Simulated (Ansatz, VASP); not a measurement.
**TiSi: VASP beside Ansatz**

INCAR

```
SYSTEM = TiSi
PREC = Accurate ; ENCUT = 520
EDIFF = 1E-6 ; ISMEAR = 0
SIGMA = 0.15 ; LREAL = .FALSE.
LASPH = .TRUE. ; NELM = 80
ALGO = Normal ; ISIF = 2
LWAVE = .FALSE. ; LCHARG = .FALSE.
GGA = PS ; NBANDS = 15
```

The input KPOINTS:

```
Automatic mesh
0
G
  18 18 12
  0 0 0
```

The input POSCAR:

```
TiSi
1.0
    1.8161780000     -2.1176240000      0.0000000000
    1.8161780000      2.1176240000      0.0000000000
    0.0000000000      0.0000000000      3.9180520200
Ti Si
1 1
Direct
    0.5000000000      0.5000000000      0.0000000000
    0.0000000000      0.0000000000      0.5000000000
```

Input for Ansatz:

```yaml
crystal:
  lattice:
    - [1.816178, -2.117624, 0.0]
    - [1.816178, 2.117624, 0.0]
    - [0.0, 0.0, 3.91805202]
  atoms:
    - { symbol: Ti, position: [0.5, 0.5, 0.0] }
    - { symbol: Si, position: [0.0, 0.0, 0.5] }
basis:
  ecutwfc: 420
kpoints:
  mp_grid: { grid: [18, 18, 12] }
hamiltonian:
  xc: pbesol
scf:
  occupations: { method: gaussian, width: 0.15 }
output:
  forces: true
  stress: true
  eigenvalues: true
```

Change from the starting cell: strain +0.000 along x and y, +0.030 along z, atoms carried along.

Alike in both runs: task single point; functional PBEsol; k mesh 18 × 18 × 12; occupations gaussian, width 0.15 eV; no spin polarisation.

|  | VASP | Ansatz |
| --- | --- | --- |
| version | VASP 6.6.1 | Ansatz 0.2.0 |
| potentials or method | VASP PAW PBE potentials, release 64 (Ti_sv, Si), cutoff 520 eV | scalar-relativistic, plane waves, PAW |
| valence electrons in the cell | 16 | 16 |

Ansatz gave:

* gap on the k mesh at the Fermi level (eV): none
* pressure (GPa): -8.4
* traceless stress, the component that is largest in VASP (GPa): -2.44

Problem. Which values does VASP return?

Solution. gap on the k mesh at the Fermi level (eV): none; pressure (GPa): -8.3; traceless stress, the component that is largest in VASP (GPa): -2.38.

VASP's potentials were made for PBE, not for PBEsol. A gap of «none» marks a metal or a gap that the smearing closes.
